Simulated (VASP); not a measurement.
# Si (C2/m) in VASP: single point with PBE

Aim: the single point of Si with PBE.

Everything below comes from runs of VASP 6.6.1. Logs are shortened: lines on timing, memory, paths and dates and some standing lists are left out, and cuts for length are marked.

### Step 1. The cell of the first run

It takes space group C2/m (No. 12, monoclinic). Conventional cell: a = 13.774 Å, b = 3.906 Å, c = 6.364 Å, α = 90.00°, β = 96.79°, γ = 90.00°. Si (site symmetry m) has 4 Si at 2.33 to 2.41 Å within 3.1 Å. Si (site symmetry m) has 4 Si at 2.39 to 2.41 Å within 3.2 Å. Si (site symmetry m) has 4 Si at 2.33 to 2.36 Å within 3.1 Å. Within 3.1 Å of Si (site symmetry m) lie 4 Si at 2.33 to 2.40 Å.

### Step 2. Single point, PBE (strain -0.0100 x Voigt [1, -1, 0, 0, 0, 0])

INCAR

```
SYSTEM = Si
  PREC = Accurate
  ENCUT = 520
  EDIFF = 1E-6
  ISMEAR = 0
  SIGMA = 0.03
  LREAL = .FALSE.
  LASPH = .TRUE.
  NELM = 60
  ALGO = Normal
  ISIF = 2
  LWAVE = .FALSE.
  LCHARG = .FALSE.
  GGA = PE
  NBANDS = 26
```

KPOINTS

```
Automatic mesh
0
G
  10 10 6
  0 0 0
```

POSCAR

```
Si
1.0
    6.8870776229     -1.9528569027     -0.0049619774
    6.8870776229      1.9528569027     -0.0049619774
   -0.7483970683      0.0000000000      6.3198892699
Si
8
Direct
    0.0556626766      0.0556626766      0.8741223998
    0.9443373234      0.9443373234      0.1258776002
    0.5592316403      0.5592316403      0.6536355466
    0.4407683597      0.4407683597      0.3463644534
    0.2128941927      0.2128941927      0.0570665815
    0.7871058073      0.7871058073      0.9429334185
    0.7270271396      0.7270271396      0.5856010939
    0.2729728604      0.2729728604      0.4143989061
```

Potentials or basis: VASP PAW PBE potentials, release 64 (Si).

Command:

```console
$ cat potpaw_PBE.64/Si/POTCAR > POTCAR
$ mpirun -np 1 vasp_std > vasp.out
```

OUTCAR:

```text
SYSTEM = Si
   PREC = Accurate
   ENCUT = 520
   EDIFF = 1E-6
   ISMEAR = 0
   LREAL = .FALSE.
   LASPH = .TRUE.
   NELM = 60
   ISIF = 2
   GGA = PE

 ion  position               nearest neighbor table
   1  0.056  0.056  0.874-   5 2.33   2 2.35   3 2.41   3 2.41
   2  0.944  0.944  0.126-   6 2.33   1 2.35   4 2.41   4 2.41
   3  0.559  0.559  0.654-   4 2.39   7 2.40   1 2.41   1 2.41
   4  0.441  0.441  0.346-   3 2.39   8 2.40   2 2.41   2 2.41
   5  0.213  0.213  0.057-   8 2.33   1 2.33   6 2.36   6 2.36
   6  0.787  0.787  0.943-   7 2.33   2 2.33   5 2.36   5 2.36
   7  0.727  0.727  0.586-   6 2.33   8 2.36   8 2.36   3 2.40
   8  0.273  0.273  0.414-   5 2.33   7 2.36   7 2.36   4 2.40

  LATTYP: Found a base centered monoclinic cell.
 ALAT       =    13.7741588208
 B/A-ratio  =     0.2835537078
 C/A-ratio  =     0.4620280210
 COS(beta)  =    -0.1183131055

  Lattice vectors:

 A1 = (   6.8870776229,  -1.9528569027,  -0.0049619774)
 A2 = (   6.8870776229,   1.9528569027,  -0.0049619774)
 A3 = (  -0.7483970683,   0.0000000000,   6.3198892699)

Analysis of symmetry for initial positions (statically):
=====================================================================
 Subroutine PRICEL returns:
 Original cell was already a primitive cell.

 Routine SETGRP: Setting up the symmetry group for a
 base centered monoclinic supercell.

 Subroutine GETGRP returns: Found  4 space group operations
 (whereof  4 operations were pure point group operations)
 out of a pool of  4 trial point group operations.

The static configuration has the point symmetry C_2h.

Analysis of symmetry for dynamics (positions and initial velocities):
=====================================================================
 Subroutine PRICEL returns:
 Original cell was already a primitive cell.

 Routine SETGRP: Setting up the symmetry group for a
 base centered monoclinic supercell.

 Subroutine GETGRP returns: Found  4 space group operations
 (whereof  4 operations were pure point group operations)
 out of a pool of  4 trial point group operations.

The dynamic configuration has the point symmetry C_2h.

 Subroutine INISYM returns: Found  4 space group operations
 (whereof  4 operations are pure point group operations),
 and found     1 'primitive' translations

----------------------------------------------------------------------------------------

                                     Primitive cell

  volume of cell :     169.9839

  direct lattice vectors                    reciprocal lattice vectors
     6.887077623 -1.952856903 -0.004961977     0.072605928 -0.256035145  0.008597946
     6.887077623  1.952856903 -0.004961977     0.072605928  0.256035145  0.008597946
    -0.748397068  0.000000000  6.319889270     0.000114011  0.000000000  0.158244122

  length of vectors
     7.158597131  7.158597131  6.364047341     0.266269677  0.266269677  0.158244163

  position of ions in fractional coordinates (direct lattice)
     0.055662677  0.055662677  0.874122400
     0.944337323  0.944337323  0.125877600
     0.559231640  0.559231640  0.653635547
     0.440768360  0.440768360  0.346364453
     0.212894193  0.212894193  0.057066582
     0.787105807  0.787105807  0.942933418
     0.727027140  0.727027140  0.585601094
     0.272972860  0.272972860  0.414398906

  ion indices of the primitive-cell ions
   primitive index   ion index
                 1           1
                 2           2
                 3           3
                 4           4
                 5           5
                 6           6
                 7           7
                 8           8

----------------------------------------------------------------------------------------

 KPOINTS: Automatic mesh

Automatic generation of k-mesh.
 Grid dimensions read from file:
 generate k-points for:   10   10    6

 Generating k-lattice:

  Cartesian coordinates                     Fractional coordinates (reciprocal lattice)
     0.007260593 -0.025603514  0.000859795     0.100000000 -0.000000000  0.000000000
     0.007260593  0.025603514  0.000859795    -0.000000000  0.100000000  0.000000000
     0.000019002  0.000000000  0.026374020     0.000000000  0.000000000  0.166666667

  Length of vectors
     0.026626968  0.026626968  0.026374027

  Shift w.r.t. Gamma in fractional coordinates (k-lattice)
     0.000000000  0.000000000  0.000000000

 Subroutine IBZKPT returns following result:
 ===========================================

 Found    172 irreducible k-points:

 Following reciprocal coordinates:
            Coordinates               Weight
  0.000000  0.000000  0.000000      1.000000
  0.100000  0.000000 -0.000000      4.000000
  0.200000  0.000000 -0.000000      4.000000
  0.300000 -0.000000  0.000000      4.000000
  0.400000 -0.000000 -0.000000      4.000000
  0.500000 -0.000000  0.000000      2.000000
[... 16 lines left out ...]
  0.300000  0.300000  0.000000      2.000000
  0.400000  0.300000 -0.000000      4.000000
 [... further k-points ...]
   k-points           NKPTS =    172   k-points in BZ     NKDIM =    172   number of bands    NBANDS=     26
   number of dos      NEDOS =    301   number of ions     NIONS =      8
   total plane-waves  NPLWV = 139968
   dimension x,y,z NGX =    54 NGY =   54 NGZ =   48
   dimension x,y,z NGXF=   108 NGYF=  108 NGZF=   96
   ions per type =               8
   NGX,Y,Z   is equivalent  to a cutoff of  12.54, 12.54, 12.54 a.u.
   NGXF,Y,Z  is equivalent  to a cutoff of  25.08, 25.08, 25.08 a.u.
 SYSTEM =  Si
   PREC   = accura    normal or accurate (medium, high low for compatibility)
   ISTART =      0    job   : 0-new  1-cont  2-samecut
   ICHARG =      2    charge: 1-file 2-atom 10-const
   ISPIN  =      1    spin polarized calculation?
   LNONCOLLINEAR =      F non collinear calculations
   LSORBIT =      F    spin-orbit coupling
   LASPH  =      T    aspherical Exc in radial PAW
   ENCUT  =  520.0 eV  38.22 Ry    6.18 a.u.  13.31 13.31 11.83*2*pi/ulx,y,z
   NELM   =     60;   NELMIN=  2; NELMDL= -5     # of ELM steps
   EDIFF  = 0.1E-05   stopping-criterion for ELM
   LREAL  =      F    real-space projection
   EDIFFG = 0.1E-04   stopping-criterion for IOM
   NSW    =      0    number of steps for IOM
   IBRION =     -1    ionic relax: 0-MD 1-quasi-New 2-CG
   NFREE  =      0    steps in history (QN), initial steepest desc. (CG)
   ISIF   =      2    stress and relaxation
   ISYM   =      2    0-nonsym 1-usesym 2-fastsym
   POTIM  = 0.5000    time-step for ionic-motion
   TEBEG  =    0.0;   TEEND  =   0.0 temperature during run
   PSTRESS=    0.0 pullay stress
   NELECT =      32.0000    total number of electrons
   NUPDOWN=      -1.0000    fix difference up-down
   EMIN   =  10.00;   EMAX   =-10.00  energy-range for DOS
   EFERMI =   0.00;   METHOD = LEGACY
   ISMEAR =     0;   SIGMA  =   0.03  broadening in eV -4-tet -1-fermi 0-gaus
   EFERMI_NEDOS =   21; number of points for ismear=-14 and -15
   IALGO  =     38    algorithm
   IMIX   =      4    mixing-type and parameters
     AMIX     =   0.40;   BMIX     =  1.00
     AMIX_MAG =   1.60;   BMIX_MAG =  1.00
  volume/ion in A,a.u.               =      21.25       143.39
  Fermi-wavevector in a.u.,A,eV,Ry     =   0.938258  1.773050 11.977588  0.880328
  Thomas-Fermi vector in A             =   2.065452
   LORBIT       =      0    0 simple, 1 ext, 2 COOP (PROOUT), +10 PAW based schemes
   GGA     = PE    functional components
   LHFCALC =     F    Hartree Fock is set to
   AEXX    =    0.0000 exact exchange contribution
   IVDW    =     0    specifies the selected vdW correction
   LEPSILON=     F    determine dielectric tensor
   LRPA    =     F    only Hartree local field effects (RPA)
 non-spin polarized calculation
 Gauss-broadening in eV      SIGMA  =   0.03
  energy-cutoff  :      520.00
  volume of cell :      169.98
 maximum number of plane-waves:      4599
 NGX is ok and might be reduce to    54
   NGX = 27   NGY = 27   NGZ = 23

 number of electron      32.0000001 magnetization

 Free energy of the ion-electron system (eV)
  ---------------------------------------------------
  ext. energy  EPLUGINS =         0.00000000
  ---------------------------------------------------
  free energy    TOTEN  =       -42.82747393 eV

  energy without entropy =      -42.82747393  energy(sigma->0) =      -42.82747393

 E-fermi :   5.5596     XC(G=0):  -9.0922

 val. band max:        5.4673132082   @ k =   0.0000   0.0000   0.0000
 cond. band min:       5.6519377227   @ k =   0.5000   0.5000   0.5000
 fundamental gap:      0.1846245145
 Fermi energy:         5.5596286464

 k-point     1 :       0.0000    0.0000    0.0000
  band No.  band energies     occupation
      1      -6.6292      2.00000
      2      -4.3391      2.00000
      3      -4.1646      2.00000
      4      -3.6543      2.00000
      5      -1.8428      2.00000
      6      -1.2739      2.00000
[... 18 lines left out ...]
     25       8.9087      0.00000
     26       9.0516      0.00000

 k-point     2 :       0.1000    0.0000   -0.0000
  band No.  band energies     occupation
      1      -6.5391      2.00000
      2      -4.3717      2.00000
      3      -3.9743      2.00000
      4      -3.5760      2.00000
      5      -1.9315      2.00000
      6      -1.2506      2.00000
[... 18 lines left out ...]
     25       9.0979      0.00000
     26       9.3739      0.00000

 k-point     3 :       0.2000    0.0000   -0.0000
  band No.  band energies     occupation
      1      -6.2710      2.00000
      2      -4.3006      2.00000
      3      -3.6045      2.00000
      4      -3.3400      2.00000
      5      -2.2164      2.00000
      6      -1.2575      2.00000
[... 18 lines left out ...]
     25       9.2752      0.00000
     26       9.5736      0.00000

 k-point     4 :       0.3000   -0.0000    0.0000
  band No.  band energies     occupation
      1      -5.8322      2.00000
      2      -4.0823      2.00000
      3      -3.3436      2.00000
      4      -2.8984      2.00000
      5      -2.6553      2.00000
      6      -1.3796      2.00000
[... 18 lines left out ...]
     25       9.5433      0.00000
     26      10.2211      0.00000

 k-point     5 :       0.4000   -0.0000   -0.0000
  band No.  band energies     occupation
      1      -5.2381      2.00000
      2      -3.7807      2.00000
      3      -3.7227      2.00000
      4      -2.9379      2.00000
      5      -2.1996      2.00000
      6      -1.3763      2.00000
[... 18 lines left out ...]
     25      10.0969      0.00000
     26      10.6004      0.00000

 k-point     6 :       0.5000   -0.0000    0.0000
  band No.  band energies     occupation
      1      -4.5326      2.00000
      2      -4.5105      2.00000
      3      -3.4116      2.00000
      4      -3.1801      2.00000
      5      -1.6681      2.00000
      6      -1.1659      2.00000
[... 427 lines left out ...]
 k-point    21 :      -0.3000    0.2000    0.0000
  band No.  band energies     occupation
      1      -4.6628      2.00000
      2      -4.2403      2.00000
      3      -3.8459      2.00000
      4      -2.5745      2.00000
      5      -2.2023      2.00000
      6      -0.9156      2.00000
[... 18 lines left out ...]
     25      10.6584      0.00000
     26      10.7109      0.00000

 k-point    22 :      -0.2000    0.2000    0.0000
  band No.  band energies     occupation
      1      -5.3336      2.00000
      2      -3.4858      2.00000
      3      -3.4335      2.00000
      4      -3.0091      2.00000
      5      -2.8190      2.00000
      6      -1.3955      2.00000
[... 18 lines left out ...]
     25       9.9228      0.00000
     26      10.1064      0.00000

 k-point    23 :       0.3000    0.3000    0.0000
  band No.  band energies     occupation
      1      -6.4241      2.00000
      2      -5.3020      2.00000
      3      -3.6223      2.00000
      4      -3.0821      2.00000
      5      -2.4569      2.00000
      6      -1.0301      2.00000
[... 18 lines left out ...]
     25       8.8174      0.00000
     26       9.5534      0.00000

 k-point    24 :       0.4000    0.3000   -0.0000
  band No.  band energies     occupation
      1      -6.2737      2.00000
      2      -5.3614      2.00000
      3      -3.5024      2.00000
      4      -2.8672      2.00000
      5      -2.5893      2.00000
      6      -1.0610      2.00000
[... 18 lines left out ...]
     25       8.9838      0.00000
     26       9.0241      0.00000

 [... further k-points ...]
[... 5 lines left out ...]
  --------------------------------------------------------------------------------------
  -------------------------------------------------------------------------------------
  Total        1.7170740     -1.8804223     -0.0703464      0.0000000      0.0000000      0.3257744
  in kB       16.1842205    -17.7238541     -0.6630472      0.0000000      0.0000000      3.0705751
  external PRESSURE =      -0.7342269 kB  Pullay stress =       0.0000000 kB

 VOLUME and BASIS-vectors are now :
 -----------------------------------------------------------------------------
  energy-cutoff  :      520.00
  volume of cell :      169.98
      direct lattice vectors                 reciprocal lattice vectors
     6.887077623 -1.952856903 -0.004961977     0.072605928 -0.256035145  0.008597946
     6.887077623  1.952856903 -0.004961977     0.072605928  0.256035145  0.008597946
    -0.748397068  0.000000000  6.319889270     0.000114011  0.000000000  0.158244122

 POSITION                                       TOTAL-FORCE (eV/Angst)
 -----------------------------------------------------------------------------------
      0.11252      0.00000      5.52380        -0.045356      0.000000     -0.182316
     12.91324      0.00000      0.78616         0.045356      0.000000      0.182316
      7.21376      0.00000      4.12535        -0.120511      0.000000      0.118168
      5.81199      0.00000      2.18461         0.120511      0.000000     -0.118168
      2.88973      0.00000      0.35854         0.118115      0.000000     -0.012516
     10.13603      0.00000      5.95142        -0.118115      0.000000      0.012516
      9.57592      0.00000      3.69372         0.147549      0.000000     -0.086137
      3.44984      0.00000      2.61625        -0.147549      0.000000      0.086137
 -----------------------------------------------------------------------------------
    total drift:                                0.000000      0.000000     -0.000000

  FREE ENERGIE OF THE ION-ELECTRON SYSTEM (eV)
  ---------------------------------------------------
  free  energy   TOTEN  =       -42.8274739296 eV

  energy  without entropy=      -42.8274739252  energy(sigma->0) =      -42.82747393
```

Wall time 8.4 min (1 thread of Intel Xeon 6975P-C (Granite Rapids), shared host); peak memory 0.71 GiB.

What came out:

```yaml
Free_energy: -42.8275 eV
Pressure: -0.1 GPa
Largest_force: 0.188 eV/Å
Band_gap_on_the_k_mesh: 0.18 eV (least direct gap 0.40 eV)
```

Forces on the atoms (eV/Å):
```
Si  -0.045  0.000 -0.182
Si   0.045  0.000  0.182
Si  -0.121  0.000  0.118
Si   0.121  0.000 -0.118
Si   0.118  0.000 -0.013
Si  -0.118  0.000  0.013
Si   0.148  0.000 -0.086
Si  -0.148  0.000  0.086
```

Stress tensor (GPa, compression positive):
```
 1.62  0.00  0.31
 0.00 -1.77  0.00
 0.31  0.00 -0.07
```

Caveat: the cell differs from its parent crystal (strain -0.0100 x Voigt [1, -1, 0, 0, 0, 0]).
